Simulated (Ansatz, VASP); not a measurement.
Si5Ge: VASP beside Ansatz

Contents of INCAR:

```
SYSTEM = Si5Ge
PREC     = Accurate       ! precision mode
ENCUT    = 520            ! plane-wave cutoff, eV
EDIFF    = 1E-6           ! SCF threshold, eV
ISMEAR   = 0              ! smearing method
SIGMA    = 0.1            ! smearing width, eV
LREAL    = .False.        ! projectors in reciprocal space
LASPH    = .True.         ! aspherical terms in the spheres
NELM     = 60             ! most SCF steps
ALGO     = Normal         ! electronic algorithm
ISIF     = 2              ! what is computed and relaxed
LWAVE    = .False.        ! write WAVECAR
LCHARG   = .False.        ! write CHGCAR
GGA      = PE             ! functional
NBANDS   = 26             ! bands
```

Contents of KPOINTS:

```
regular mesh
0
Gamma
  6 6 4
  0 0 0
```

POSCAR

```
Si5Ge
1.0
    5.0341869100      0.0000000000      0.0000000000
   -2.5170934600      4.3597337500      0.0000000000
    0.0000000000      0.0000000000      4.1597583800
Si Ge
5 1
Direct
    0.3333333300      0.6666666700      0.0000000000
    0.6666666700      0.3333333300      0.0000000000
    0.5000000000      0.0000000000      0.5000000000
    0.5000000000      0.5000000000      0.5000000000
    0.0000000000      0.5000000000      0.5000000000
    0.0000000000      0.0000000000      0.0000000000
```

Input for Ansatz:

```yaml
crystal:
  lattice:
    - [5.03418691, 0.0, 0.0]
    - [-2.51709346, 4.35973375, 0.0]
    - [0.0, 0.0, 4.15975838]
  atoms:
    - { symbol: Si, position: [0.33333333, 0.66666667, 0.0] }
    - { symbol: Si, position: [0.66666667, 0.33333333, 0.0] }
    - { symbol: Si, position: [0.5, 0.0, 0.5] }
    - { symbol: Si, position: [0.5, 0.5, 0.5] }
    - { symbol: Si, position: [0.0, 0.5, 0.5] }
    - { symbol: Ge, position: [0.0, 0.0, 0.0] }
basis:
  ecutwfc: 420
kpoints:
  mp_grid: { grid: [6, 6, 4] }
hamiltonian:
  xc: pbe
scf:
  occupations: { method: gaussian, width: 0.1 }
  lower_state_search: "off"
output:
  forces: true
  stress: true
  eigenvalues: true
```

Change from the starting cell: species swapped into the EuAg5 type (P6/mmm, No. 191).

Alike in both runs: task single point; functional PBE; k mesh 6 × 6 × 4; occupations gaussian, width 0.1 eV; no spin polarisation.

```csv
,VASP,Ansatz
version,VASP 6.6.1,Ansatz 0.2.0
potentials or method,"VASP PAW PBE potentials, release 64 (Si, Ge_d), cutoff 520 eV","scalar-relativistic, plane waves, PAW"
valence electrons in the cell,34,34
```

|  | VASP | Ansatz | Ansatz less VASP |
| --- | --- | --- | --- |
| gap on the k mesh at the Fermi level (eV) | none | none | - |
| pressure (GPa) | 6.6 | 6.7 | +0.09 |
| traceless stress, the component that is largest in VASP (GPa) | 6.96 | 6.98 | +0.017 |

A gap of «none» marks a metal or a gap that the smearing closes.

The k mesh is coarse, so the values compare programs but aren't converged.
